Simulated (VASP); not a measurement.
A run of VASP 6.6.1 is set up as follows.

INCAR

```
SYSTEM = TiAl3
ALGO     = Fast           ! electronic algorithm
EDIFF    = 1E-6           ! SCF threshold, eV
ENCUT    = 520            ! plane-wave cutoff, eV
GGA      = PS             ! functional
ISIF     = 2              ! what is computed and relaxed
ISMEAR   = 0              ! smearing method
LASPH    = .True.         ! aspherical terms in the spheres
LCHARG   = .False.        ! write CHGCAR
LREAL    = Auto         
LWAVE    = .False.        ! write WAVECAR
NBANDS   = 56             ! bands
NELM     = 100            ! most SCF steps
PREC     = Accurate       ! precision mode
SIGMA    = 0.1            ! smearing width, eV
```

The input KPOINTS:

```
k-points
0
Gamma
  8 8 2
  0 0 0
```

POSCAR

```
TiAl3
1.0
    3.9483448106      0.0000000000      0.0000000000
    0.0000000000      3.9483448106      0.0000000000
    0.0000000000      0.0000000000     16.3720980568
Ti Al
4 12
Direct
    0.0000000000      0.0000000000      0.0066149003
    0.0000000000      0.0000000000      0.2433850997
    0.5000000000      0.5000000000      0.5066149003
    0.5000000000      0.5000000000      0.7433850997
    0.5000000000      0.5000000000     -0.0000808173
    0.5000000000      0.0000000000      0.1250000000
    0.0000000000      0.5000000000      0.1250000000
    0.5000000000      0.5000000000      0.2500808173
    0.5000000000      0.0000000000      0.3750000000
    0.0000000000      0.5000000000      0.3750000000
    0.0000000000      0.0000000000      0.4999191827
    0.5000000000      0.0000000000      0.6250000000
    0.0000000000      0.5000000000      0.6250000000
    0.0000000000      0.0000000000      0.7500808173
    0.5000000000      0.0000000000      0.8750000000
    0.0000000000      0.5000000000      0.8750000000
```

Potentials or basis: VASP PAW PBE potentials, release 64 (Ti_sv, Al).

Launch:

```console
$ cat potpaw_PBE.64/Ti_sv/POTCAR potpaw_PBE.64/Al/POTCAR > POTCAR
$ mpirun -np 1 vasp_std > vasp.out
```

(1) Estimate the largest force.

(2) Predict the band gap on the k mesh.

Answers

(1) 0.005 eV/Å.

(2) zero (bands 42 and 43 overlap by 1.46 eV).

Caveat: the PAW data sets were made with another functional, which shifts forces and pressure a little.
